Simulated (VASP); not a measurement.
Crystal: CuF.

```xyz
4
Lattice="3.5087 0.0000 0.0000 -1.7543 3.0386 0.0000 0.0000 0.0000 5.0825" Properties=species:S:1:pos:R:3 pbc="T T T"
Cu    0.0000    2.0257    1.2706
Cu    1.7543    1.0129    3.8119
F     1.7543    1.0129    1.2706
F     0.0000    2.0257    3.8119
```

Base run:

```yaml
Program: VASP 6.6.1
Functional: PBE
Potentials_or_basis: VASP PAW PBE potentials, release 64 (Cu, F)
Cutoff: 520 eV
k_mesh: 6 × 6 × 4
Occupations: fermi-dirac, width 0.02 eV
Spin: no spin polarisation
```

Its results: band gap on the k mesh zero (band 18 reaches 3.33 eV, above the bottom of band 19 at 3.29 eV); pressure 4.8 GPa.

**Question.** The run is repeated on the same cell with these changes: potentials or basis from VASP PAW PBE potentials, release 64 (Cu, F) to VASP PAW PBE potentials, release 64 (Cu_sv_GW, F); cutoff from 520 eV to 700 eV; further incar settings from ALGO = Normal; EDIFF = 1e-06; NBANDS = 26 to ALGO = Normal; EDIFF = 1e-06; NBANDS = 34; valence electrons from 36 to 52. What comes out?

**Answer.** Band gap on the k mesh zero (band 26 reaches 3.31 eV, above the bottom of band 27 at 3.28 eV); pressure 2.1 GPa.

Caveats: semilocal functionals often make such compounds metallic where correlation or magnetic order opens a gap, which also shifts bond lengths.
